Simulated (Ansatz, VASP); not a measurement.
**KF: VASP beside Ansatz**

```
K F
1.0
     3.38931    0.00000    0.00000
     0.00000    3.38931    0.00000
     0.00000    0.00000    2.99824
K F
1 1
Direct
  0.00000 0.00000 0.00000
  0.50000 0.50000 0.50000
```

Change from the starting cell: strain +0.040 along x and y, -0.080 along z, atoms carried along.

Alike in both runs: task single point; functional PBEsol; k mesh 8 × 8 × 8; occupations gaussian, width 0.05 eV; no spin polarisation.

```csv
,VASP,Ansatz
version,VASP 6.6.1,Ansatz 0.2.0
potentials or method,"VASP PAW PBE potentials, release 64 (K_sv, F), cutoff 520 eV","scalar-relativistic, plane waves, PAW"
valence electrons in the cell,16,16
```

```csv
,VASP,Ansatz,Ansatz less VASP
gap on the k mesh at the Fermi level (eV),5.72,5.74,+0.018
least direct gap on the mesh (eV),5.76,5.78,+0.018
pressure (GPa),-2.2,-2.2,-0.01
"traceless stress, the component that is largest in VASP (GPa)",7.14,7.10,-0.034
```

VASP's potentials were made for PBE, not for PBEsol.
